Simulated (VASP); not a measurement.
# Mg27SbS26 (a cell with a defect) in VASP: electric field gradients with PBE

Aim: the electric field gradients of Mg27SbS26 (a cell with a defect) with PBE.

Everything below comes from runs of VASP 6.6.1. Logs are shortened: lines on timing, memory, paths and dates and some standing lists are left out, and cuts for length are marked.

## (1) The cell of the first run

The cell holds a defect, 54 atoms: a = 11.050 Å, b = 11.050 Å, c = 11.050 Å, α = 60.00°, β = 60.00°, γ = 60.00°.

## (2) Electric field gradients, PBE

File INCAR:

```
SYSTEM = Mg27SbS26
PREC = Accurate
ENCUT = 520
EDIFF = 1E-8
ISMEAR = -1
SIGMA = 0.01
LREAL = Auto
LASPH = .True.
NELM = 80
ALGO = Normal
ISIF = 2
LWAVE = .False.
LCHARG = .False.
GGA = PE
LEFG = .True.
NELECT = 216.0
NBANDS = 140
LUSENCCL = .False.
```

File KPOINTS:

```
Automatic mesh
0
Gamma
  2 2 2
  0 0 0
```

File POSCAR:

```
Mg27SbS26
1.0
    0.0000000000      7.8131926668      7.8131926668
    7.8131926668      0.0000000000      7.8131926668
    7.8131926668      7.8131926668      0.0000000000
Mg Sb S
27 1 26
Direct
    0.0000000000      0.0000000000      0.0000000000
    0.0000000000      0.0000000000      0.3333333333
    0.0000000000      0.0000000000      0.6666666667
    0.0000000000      0.3333333333      0.0000000000
    0.0000000000      0.3333333333      0.3333333333
    0.0000000000      0.3333333333      0.6666666667
    0.0000000000      0.6666666667      0.0000000000
    0.0000000000      0.6666666667      0.3333333333
    0.0000000000      0.6666666667      0.6666666667
    0.3333333333      0.0000000000      0.0000000000
    0.3333333333      0.0000000000      0.3333333333
    0.3333333333      0.0000000000      0.6666666667
    0.3333333333      0.3333333333      0.0000000000
    0.3333333333      0.3333333333      0.3333333333
    0.3333333333      0.3333333333      0.6666666667
    0.3333333333      0.6666666667      0.0000000000
    0.3333333333      0.6666666667      0.3333333333
    0.3333333333      0.6666666667      0.6666666667
    0.6666666667      0.0000000000      0.0000000000
    0.6666666667      0.0000000000      0.3333333333
    0.6666666667      0.0000000000      0.6666666667
    0.6666666667      0.3333333333      0.0000000000
    0.6666666667      0.3333333333      0.3333333333
    0.6666666667      0.3333333333      0.6666666667
    0.6666666667      0.6666666667      0.0000000000
    0.6666666667      0.6666666667      0.3333333333
    0.6666666667      0.6666666667      0.6666666667
    0.1666666667      0.1666666667      0.1666666667
    0.1666666667      0.1666666667      0.5000000000
    0.1666666667      0.1666666667      0.8333333333
    0.1666666667      0.5000000000      0.1666666667
    0.1666666667      0.5000000000      0.5000000000
    0.1666666667      0.5000000000      0.8333333333
    0.1666666667      0.8333333333      0.1666666667
    0.1666666667      0.8333333333      0.5000000000
    0.1666666667      0.8333333333      0.8333333333
    0.5000000000      0.1666666667      0.1666666667
    0.5000000000      0.1666666667      0.5000000000
    0.5000000000      0.1666666667      0.8333333333
    0.5000000000      0.5000000000      0.1666666667
    0.5000000000      0.5000000000      0.5000000000
    0.5000000000      0.5000000000      0.8333333333
    0.5000000000      0.8333333333      0.1666666667
    0.5000000000      0.8333333333      0.5000000000
    0.5000000000      0.8333333333      0.8333333333
    0.8333333333      0.1666666667      0.1666666667
    0.8333333333      0.1666666667      0.5000000000
    0.8333333333      0.1666666667      0.8333333333
    0.8333333333      0.5000000000      0.1666666667
    0.8333333333      0.5000000000      0.5000000000
    0.8333333333      0.5000000000      0.8333333333
    0.8333333333      0.8333333333      0.1666666667
    0.8333333333      0.8333333333      0.5000000000
    0.8333333333      0.8333333333      0.8333333333
```

Potentials or basis: VASP PAW PBE potentials, release 64 (Mg, Sb, S).

Run with:

```bash
> cat potpaw_PBE.64/Mg/POTCAR potpaw_PBE.64/Sb/POTCAR potpaw_PBE.64/S/POTCAR > POTCAR
> mpirun -np 1 vasp_std > vasp.out
```

OUTCAR:

```text
SYSTEM = Mg27SbS26
   PREC = Accurate
   ENCUT = 520
   EDIFF = 1E-8
   ISMEAR = -1
   LREAL = Auto
   LASPH = .True.
   NELM = 80
   ISIF = 2
   GGA = PE
   NELECT = 216.0

 ion  position               nearest neighbor table
   1  0.000  0.000  0.000-  30 2.60  34 2.60  36 2.60  46 2.60  48 2.60  52 2.60
   2  0.000  0.000  0.333-  34 2.60  46 2.60  35 2.60  28 2.60  47 2.60  53 2.60
   3  0.000  0.000  0.667-  36 2.60  48 2.60  29 2.60  47 2.60  35 2.60  54 2.60
   4  0.000  0.333  0.000-  30 2.60  46 2.60  33 2.60  28 2.60  49 2.60  51 2.60
   5  0.000  0.333  0.333-  28 2.60  47 2.60  49 2.60  29 2.60  31 2.60  50 2.60
   6  0.000  0.333  0.667-  29 2.60  30 2.60  48 2.60  51 2.60  50 2.60  32 2.60
[... 46 lines left out ...]
  53  0.833  0.833  0.500-  27 2.60  20 2.60   8 2.60   2 2.60  21 2.60   9 2.60
  54  0.833  0.833  0.833-   9 2.60  21 2.60  25 2.60  19 2.60   7 2.60   3 2.60

  LATTYP: Found a face centered cubic cell.
 ALAT       =    15.6263853336

  Lattice vectors:

 A1 = (   0.0000000000,   7.8131926668,   7.8131926668)
 A2 = (   7.8131926668,   0.0000000000,   7.8131926668)
 A3 = (   7.8131926668,   7.8131926668,   0.0000000000)

Analysis of symmetry for initial positions (statically):
=====================================================================
 Subroutine PRICEL returns:
 Original cell was already a primitive cell.

 Routine SETGRP: Setting up the symmetry group for a
 face centered cubic supercell.

 Subroutine GETGRP returns: Found 48 space group operations
 (whereof  6 operations were pure point group operations)
 out of a pool of 48 trial point group operations.

The static configuration has the point symmetry C_3v.
 The point group associated with its full space group is O_h .

Analysis of symmetry for dynamics (positions and initial velocities):
=====================================================================
 Subroutine PRICEL returns:
 Original cell was already a primitive cell.

 Routine SETGRP: Setting up the symmetry group for a
 face centered cubic supercell.

 Subroutine GETGRP returns: Found 48 space group operations
 (whereof  6 operations were pure point group operations)
[... 609 lines left out ...]

------------------------ aborting loop because EDIFF is reached ----------------------------------------

  FORCE on cell =-STRESS in cart. coord.  units (eV):
  Direction    XX          YY          ZZ          XY          YZ          ZX
  --------------------------------------------------------------------------------------
  -------------------------------------------------------------------------------------
  Total       23.2449409     23.2449409     23.2449409     -0.0000000     -0.0000000      0.0000000
  in kB       39.0412247     39.0412247     39.0412247     -0.0000000     -0.0000000      0.0000000
  external PRESSURE =      39.0412247 kB  Pullay stress =       0.0000000 kB

 VOLUME and BASIS-vectors are now :
 -----------------------------------------------------------------------------
  energy-cutoff  :      520.00
  volume of cell :      953.93
      direct lattice vectors                 reciprocal lattice vectors
     0.000000000  7.813192667  7.813192667    -0.063994326  0.063994326  0.063994326
     7.813192667  0.000000000  7.813192667     0.063994326 -0.063994326  0.063994326
     7.813192667  7.813192667  0.000000000     0.063994326  0.063994326 -0.063994326

 POSITION                                       TOTAL-FORCE (eV/Angst)
 -----------------------------------------------------------------------------------
      0.00000      0.00000      0.00000         0.091885      0.091885      0.091885
      2.60440      2.60440      0.00000        -0.000000      0.000000     -0.702865
      5.20880      5.20880      0.00000        -0.091885     -0.091885      0.091885
      2.60440      0.00000      2.60440        -0.000000     -0.702865      0.000000
      5.20880      2.60440      2.60440         0.702865      0.000000      0.000000
      7.81319      5.20880      2.60440        -0.152613      0.152613      0.000000
[... 46 lines left out ...]
     10.41759     10.41759     13.02199        -0.000000      0.000000     -0.084894
     13.02199     13.02199     13.02199         0.000291      0.000291      0.000291
 -----------------------------------------------------------------------------------
    total drift:                                0.000008      0.000008      0.000008

  FREE ENERGIE OF THE ION-ELECTRON SYSTEM (eV)
  ---------------------------------------------------
  free  energy   TOTEN  =      -219.4771271349 eV

  energy  without entropy=     -219.4771271349  energy(sigma->0) =     -219.47712713

 Electric field gradients (V/A^2)
---------------------------------------------------------------------
 ion       V_xx      V_yy      V_zz      V_xy      V_xz      V_yz
---------------------------------------------------------------------
   1       0.000    -0.000    -0.000    -0.041    -0.041    -0.041
   2       6.747     6.747   -13.493     0.000     0.000     0.000
   3      -0.000    -0.000     0.000    -0.041     0.041     0.041
   4       6.747   -13.493     6.747     0.000     0.000     0.000
   5     -13.493     6.747     6.747     0.000     0.000     0.000
   6      -0.384    -0.384     0.768     0.286     0.000     0.000
[... 46 lines left out ...]
  53       0.555     0.555    -1.111    -0.000    -0.000    -0.000
  54       0.000     0.000    -0.000     1.682     1.682     1.682
---------------------------------------------------------------------

 Electric field gradients after diagonalization (V/A^2)
 (convention: |V_zz| > |V_xx| > |V_yy|)
----------------------------------------------------------------------
 ion       V_xx      V_yy      V_zz     asymmetry (V_yy - V_xx)/ V_zz
----------------------------------------------------------------------
   1       0.041     0.041    -0.082       0.000
   2       6.747     6.747   -13.493       0.000
   3       0.041     0.041    -0.082       0.000
   4       6.747     6.747   -13.493       0.000
   5       6.747     6.747   -13.493       0.000
   6      -0.670    -0.098     0.768       0.745
[... 46 lines left out ...]
  53       0.556     0.555    -1.111       0.001
  54      -1.682    -1.682     3.365       0.000
----------------------------------------------------------------------

           NMR quadrupolar parameters

 Cq : quadrupolar parameter    Cq=e*Q*V_zz/h
 eta: asymmetry parameters     (V_yy - V_xx)/ V_zz
 Q  : nuclear electric quadrupole moment in mb (millibarn)
----------------------------------------------------------------------
 ion       Cq(MHz)       eta       Q (mb)
----------------------------------------------------------------------
   1      -0.000       0.000       1.000
   2      -0.033       0.000       1.000
   3      -0.000       0.000       1.000
   4      -0.033       0.000       1.000
   5      -0.033       0.000       1.000
   6       0.002       0.745       1.000
[... 46 lines left out ...]
  53      -0.003       0.001       1.000
  54       0.008       0.000       1.000
----------------------------------------------------------------------
```

Wall time 4.9 min (1 × NVIDIA H100 80GB with 1 thread of AMD EPYC 7R13 (Zen 3), shared host); peak memory 1.9 GiB.

Results:

| Quantity | Value |
| --- | --- |
| Free energy | -219.4771 eV |
| Largest force | 0.703 eV/Å |
| Largest electric field gradient by atom | Mg -0.1, -13.5, +0.8, -0.0 (each value once); Sb +0.0; S -15.4, +3.4, -1.1 (each value once) V/Å² |

Forces in eV/Å, atoms in the order of the input:
```
Mg   0.092  0.092  0.092
Mg   0.000  0.000 -0.703
Mg  -0.092 -0.092  0.092
Mg   0.000 -0.703  0.000
Mg   0.703  0.000  0.000
Mg  -0.153  0.153  0.000
Mg  -0.092  0.092 -0.092
Mg  -0.153  0.000  0.153
Mg   0.000  0.153  0.153
Mg  -0.703  0.000  0.000
Mg   0.000  0.703  0.000
Mg   0.153 -0.153  0.000
Mg   0.000  0.000  0.703
Mg  -0.092 -0.092 -0.092
Mg   0.092  0.092 -0.092
Mg   0.153  0.000 -0.153
Mg   0.092 -0.092  0.092
Mg   0.000 -0.153 -0.153
Mg   0.092 -0.092 -0.092
Mg   0.000 -0.153  0.153
Mg   0.153  0.000  0.153
Mg   0.000  0.153 -0.153
Mg  -0.092  0.092  0.092
Mg  -0.153  0.000 -0.153
Mg   0.153  0.153  0.000
Mg  -0.153 -0.153  0.000
Mg   0.000  0.000  0.000
Sb   0.000  0.000  0.000
S    0.351  0.351  0.000
S   -0.351 -0.351  0.000
S    0.351  0.000  0.351
S    0.000  0.000  0.000
S    0.000 -0.351  0.351
S   -0.351  0.000 -0.351
S    0.000  0.351 -0.351
S    0.000  0.000  0.000
S    0.000  0.351  0.351
S    0.000  0.000  0.000
S   -0.351  0.000  0.351
S    0.000  0.000  0.000
S    0.000  0.000  0.000
S    0.000  0.000  0.085
S   -0.351  0.351  0.000
S    0.000  0.085  0.000
S   -0.085  0.000  0.000
S    0.000 -0.351 -0.351
S    0.351  0.000 -0.351
S    0.000  0.000  0.000
S    0.351 -0.351  0.000
S    0.085  0.000  0.000
S    0.000 -0.085  0.000
S    0.000  0.000  0.000
S    0.000  0.000 -0.085
S    0.000  0.000  0.000
```

Electric field gradients, principal values (V/Å²):
| atom | least | middle | greatest (by size) |
| --- | --- | --- | --- |
| 1 Mg | 0.041 | 0.041 | -0.082 |
| 2 Mg | 6.747 | 6.747 | -13.493 |
| 3 Mg | 0.041 | 0.041 | -0.082 |
| 4 Mg | 6.747 | 6.747 | -13.493 |
| 5 Mg | 6.747 | 6.747 | -13.493 |
| 6 Mg | -0.098 | -0.670 | 0.768 |
| 7 Mg | 0.041 | 0.041 | -0.082 |
| 8 Mg | -0.098 | -0.670 | 0.768 |
| 9 Mg | -0.098 | -0.670 | 0.768 |
| 10 Mg | 6.747 | 6.747 | -13.493 |
| 11 Mg | 6.747 | 6.747 | -13.493 |
| 12 Mg | -0.098 | -0.670 | 0.768 |
| 13 Mg | 6.747 | 6.747 | -13.493 |
| 14 Mg | 0.041 | 0.041 | -0.082 |
| 15 Mg | 0.041 | 0.041 | -0.082 |
| 16 Mg | -0.098 | -0.670 | 0.768 |
| 17 Mg | 0.041 | 0.041 | -0.082 |
| 18 Mg | -0.098 | -0.670 | 0.768 |
| 19 Mg | 0.041 | 0.041 | -0.082 |
| 20 Mg | -0.098 | -0.670 | 0.768 |
| 21 Mg | -0.098 | -0.670 | 0.768 |
| 22 Mg | -0.098 | -0.670 | 0.768 |
| 23 Mg | 0.041 | 0.041 | -0.082 |
| 24 Mg | -0.098 | -0.670 | 0.768 |
| 25 Mg | -0.098 | -0.670 | 0.768 |
| 26 Mg | -0.098 | -0.670 | 0.768 |
| 27 Mg | 0.000 | 0.000 | 0.000 |
| 28 Sb | 0.000 | 0.000 | 0.001 |
| 29 S | 7.572 | 7.845 | -15.417 |
| 30 S | 7.572 | 7.845 | -15.417 |
| 31 S | 7.572 | 7.845 | -15.417 |
| 32 S | -1.682 | -1.683 | 3.366 |
| 33 S | 7.572 | 7.845 | -15.416 |
| 34 S | 7.572 | 7.845 | -15.417 |
| 35 S | 7.572 | 7.845 | -15.416 |
| 36 S | -1.682 | -1.683 | 3.366 |
| 37 S | 7.572 | 7.845 | -15.417 |
| 38 S | -1.682 | -1.683 | 3.366 |
| 39 S | 7.572 | 7.845 | -15.416 |
| 40 S | -1.682 | -1.683 | 3.366 |
| 41 S | -1.682 | -1.682 | 3.365 |
| 42 S | 0.555 | 0.556 | -1.111 |
| 43 S | 7.572 | 7.845 | -15.416 |
| 44 S | 0.555 | 0.556 | -1.111 |
| 45 S | 0.555 | 0.556 | -1.111 |
| 46 S | 7.572 | 7.845 | -15.417 |
| 47 S | 7.572 | 7.845 | -15.416 |
| 48 S | -1.682 | -1.683 | 3.366 |
| 49 S | 7.572 | 7.845 | -15.416 |
| 50 S | 0.555 | 0.556 | -1.111 |
| 51 S | 0.555 | 0.556 | -1.111 |
| 52 S | -1.682 | -1.683 | 3.366 |
| 53 S | 0.555 | 0.556 | -1.111 |
| 54 S | -1.682 | -1.682 | 3.365 |

Caveat: the cell carries a net charge on a neutralising background, which shifts energy and pressure; the cell is charged against a uniform background, so pressure and absolute levels hang on convention; without QUAD_EFG the Cq values of the log hold for a quadrupole moment of 1 mb, not for the nuclei.
